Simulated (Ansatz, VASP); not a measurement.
# RbBr: VASP beside Ansatz

```
Rb Br
1.0
     0.00000    3.46083    3.46083
     3.46083    0.00000    3.46083
     3.46083    3.46083    0.00000
Rb Br
1 1
Direct
  0.00000 0.00000 0.00000
  0.50000 0.50000 0.50000
```

Alike in both runs: task single point; functional PBE; k mesh 6 × 6 × 6; non-collinear spin, spin-orbit coupling.

|  | VASP | Ansatz |
| --- | --- | --- |
| version | VASP 6.6.1 | Ansatz 0.2.0 |
| potentials or method | VASP PAW PBE potentials, release 64 (Rb_sv, Br) | plane waves, PAW |
| plane-wave cutoff (eV) | 520 | 420 |
| occupations | gaussian, width 0.01 eV | fixed |
| valence electrons in the cell | 16 | 16 |

VASP gave:

| Property | Result |
| --- | --- |
| pressure (GPa) | 0.6 |

Problem. What did Ansatz give for the same quantities?

Solution. Pressure (GPa): 0.5.
